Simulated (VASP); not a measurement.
Here is a VASP 6.6.1 calculation.

The input INCAR:

```
SYSTEM = SiCl
PREC = Accurate ; ENCUT = 600
EDIFF = 1E-6 ; ISMEAR = 0
SIGMA = 0.1 ; LREAL = .False.
LASPH = .True. ; NELM = 80
ALGO = Normal ; ISIF = 3
LWAVE = .False. ; LCHARG = .False.
GGA = PE ; IBRION = 2
NSW = 100 ; EDIFFG = -0.01
```

KPOINTS

```
regular mesh
0
Gamma
  18 18 14
  0 0 0
```

File POSCAR:

```
SiCl
1.0
    3.1935381067      0.0000000000      0.0000000000
    0.0000000000      3.1935381067      0.0000000000
    0.0000000000      0.0000000000      4.1858160184
Si Cl
1 1
Direct
    0.5000000000      0.5000000000      0.5000000000
    0.0000000000      0.0000000000      0.0000000000
```

Potentials or basis: VASP PAW PBE potentials, release 64 (Si, Cl).

Run with:

```console
$ cat potpaw_PBE.64/Si/POTCAR potpaw_PBE.64/Cl/POTCAR > POTCAR
$ mpirun -np 1 vasp_std > vasp.out
```

Task: Predict the space group after relaxing (to 0.1 Å).

Result: P4/mmm (No. 123).

Task: What does it give for the band gap on the k mesh?

Result: Zero (an odd number of electrons rules out a gap without spin polarisation).

Task: Estimate the relaxed cell.

Result: a = 3.058 Å, b = 3.058 Å, c = 4.167 Å, α = 90.00°, β = 90.00°, γ = 90.00°.

Task: Predict the relaxed volume.

Result: 19.48 Å³/atom.

Final structure:
```xyz
2
Lattice="3.0575 0.0000 0.0000 0.0000 3.0575 0.0000 0.0000 0.0000 4.1666" Properties=species:S:1:pos:R:3 pbc="T T T"
Si    1.5288    1.5288    2.0833
Cl    0.0000    0.0000    0.0000
```

Caveat: an odd number of electrons without spin polarisation forces a metal; a magnetic or distorted state may lie lower.
